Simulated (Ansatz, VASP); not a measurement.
## GaBi2Sb3S: VASP beside Ansatz

```
CELL_PARAMETERS angstrom
4.46304 0.00000 0.00000
0.00000 4.46304 0.00000
0.00000 0.00000 10.45847
ATOMIC_POSITIONS crystal
Ga 0.00000 0.00000 0.28012
Sb 0.50000 0.00000 0.10723
Sb 0.00000 0.50000 0.10723
Sb 0.00000 0.00000 0.84035
Bi 0.00000 0.00000 0.55112
Bi 0.50000 0.50000 0.80329
S 0.50000 0.50000 0.54725
```

Alike in both runs: functional PBE; k mesh 3 × 3 × 1; occupations gaussian, width 0.15 eV; no spin polarisation.

Ansatz relaxed the structure, and its values are those at the end. VASP's run is a single point on that final structure, the one shown.

|  | VASP | Ansatz |
| --- | --- | --- |
| version | VASP 6.6.1 | Ansatz 0.2.0 |
| potentials or method | VASP PAW PBE potentials, release 64 (Ga_d, Sb, Bi_d, S), cutoff 500 eV | scalar-relativistic, plane waves, PAW |
| valence electrons in the cell | 64 | 94 |

Ansatz gave:

- gap on the k mesh at the Fermi level (eV): none
- pressure (GPa): 0.0
- rms of the force components (eV/Å): 0.017

Problem. Which values does VASP return?

Solution. gap on the k mesh at the Fermi level (eV): none; pressure (GPa): 0.0; rms of the force components (eV/Å): 0.016.

A gap of «none» marks a metal or a gap that the smearing closes. VASP's potentials hold 64 valence electrons a cell and Ansatz's 94, so a difference there can come from the potentials and not from the codes.

The k mesh is coarse, so the values compare programs but aren't converged. Spin-orbit coupling is off throughout.
